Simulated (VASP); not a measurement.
Here is a VASP 6.6.1 calculation.

The input INCAR:

```
PREC = Accurate
ENCUT = 520
EDIFF = 1E-6
ISMEAR = -1
SIGMA = 0.15
LREAL = False
LASPH = True
NELM = 60
ALGO = Normal
ISIF = 2
LWAVE = False
LCHARG = True
GGA = PE
LELF = True
LVHAR = True
NBANDS = 86
```

KPOINTS

```
regular mesh
0
Gamma
  2 2 2
```

The input POSCAR:

```
Zn12B
1.0
    5.3200000000      0.0000000000      0.0000000000
   -3.9900000000      6.9108830000      0.0000000000
    0.0000000000      0.0000000000      4.9369600000
Zn B
12 1
Direct
   -0.2050910531     -0.1015499756     -0.2177655885
    0.1151574147      0.2302600116      0.5099899533
   -0.0767341922      0.2426752124      0.0406525473
    0.2978767979      0.6881465075      0.6473416840
    0.1315510663      0.6428700934      0.1269404654
    0.1032858097      0.9249324580      0.3911313845
    0.3802267081      0.0189990194     -0.2153146876
    0.7541245031      0.3361509665      0.5162083549
    0.4186578455      0.2430224908      0.0886172868
    0.7039151261      0.6063479877      0.6595151672
    0.6214937810      0.6204127606      0.1786524501
    0.6468128473      0.9634948240      0.2783291742
    0.2968421989      0.4548622803      0.8358382486
```

Potentials or basis: VASP PAW PBE potentials, release 64 (Zn, B).

Command:

```console
$ cat potpaw_PBE.64/Zn/POTCAR potpaw_PBE.64/B/POTCAR > POTCAR
$ mpirun -np 1 vasp_std > vasp.out
```

**Question.** What does it give for the pressure?

**Answer.** 11.2 GPa.

**Question.** Predict the largest force.

**Answer.** 3.149 eV/Å.

Forces on the atoms (eV/Å):
```
Zn  -0.377  2.650  1.658
Zn   0.674  0.423  0.755
Zn  -0.148  0.874 -0.900
Zn  -1.225 -0.068 -1.354
Zn   0.039 -0.143  0.166
Zn   0.283 -0.788 -1.660
Zn   1.249 -0.615  0.205
Zn  -0.127 -0.194 -0.264
Zn  -0.471  1.082  0.496
Zn   1.385 -1.360 -0.218
Zn  -0.185  0.019 -0.476
Zn  -0.760 -1.332  0.487
B   -0.336 -0.551  1.106
```

Caveat: the k points lie up to 0.68 Å⁻¹ apart.
